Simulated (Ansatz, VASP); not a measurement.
**One calculation of CaSe, two programs**

```
CELL_PARAMETERS angstrom
0.00000 3.41140 3.01310
3.41140 0.00000 3.01310
3.41140 3.41140 0.00000
ATOMIC_POSITIONS crystal
Ca 0.00000 0.00000 0.00000
Se 0.25000 0.25000 0.25000
```

Change from the starting cell: epitaxial_xy strain +4.0%.

Alike in both runs: task single point; functional HSE06; k mesh 4 × 4 × 4; no spin polarisation.

|  | VASP | Ansatz |
| --- | --- | --- |
| version | VASP 6.6.1 | Ansatz 0.2.0 |
| potentials or method | VASP PAW PBE potentials, release 64 (Ca_sv, Se) | plane waves, PAW |
| plane-wave cutoff (eV) | 520 | 420 |
| occupations | gaussian, width 0.01 eV | fixed |
| valence electrons in the cell | 16 | 26 |

|  | VASP | Ansatz | Ansatz less VASP |
| --- | --- | --- | --- |
| gap on the k mesh at the Fermi level (eV) | 3.92 | 3.92 | +0.001 |
| pressure (GPa) | 0.2 | 0.2 | -0.03 |
| traceless stress, the component that is largest in VASP (GPa) | 0.11 | 0.11 | +0.005 |

VASP's potentials hold 16 valence electrons a cell and Ansatz's 26, so a difference there can come from the potentials and not from the codes. Ansatz's warnings: stress exchange threshold loose, stress scf threshold loose.
